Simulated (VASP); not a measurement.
Here is a VASP 6.6.1 calculation.

Contents of INCAR:

```
PREC = Accurate ; ENCUT = 600
EDIFF = 1E-6 ; ISMEAR = 0
SIGMA = 0.1 ; LREAL = False
LASPH = True ; NELM = 200
ALGO = Normal ; ISIF = 2
LWAVE = False ; LCHARG = False
GGA = PE ; NBANDS = 32
GGA_COMPAT = False ; LMAXMIX = 6
```

Contents of KPOINTS:

```
regular mesh
0
Gamma
  6 6 2
```

Contents of POSCAR:

```
Tb2N
1.0
    3.6767951061      0.0000000000      0.0000000000
    0.0000000000      3.6767951061      0.0000000000
    0.0000000000      0.0000000000     11.4145757400
Tb N
4 2
Direct
    0.0000000000      0.5000000000      0.1115860894
    0.0000000000      0.5000000000      0.6115860894
    0.5000000000      0.0000000000      0.3884139106
    0.5000000000      0.0000000000      0.8884139106
    0.0000000000      0.0000000000      0.0000000000
    0.5000000000      0.5000000000      0.5000000000
```

Potentials or basis: VASP PAW PBE potentials, release 64 (Tb_3, N), 4f in core.

Launch:

```sh
$ cat potpaw_PBE.64/Tb_3/POTCAR potpaw_PBE.64/N/POTCAR > POTCAR
$ mpirun -np 1 vasp_std > vasp.out
```

(1) Predict the largest force.

(2) Predict the pressure.

## Answers

(1) 0.109 eV/Å.

(2) 0.6 GPa.

Caveat: the run has no spin polarisation, though such a crystal can be magnetic.
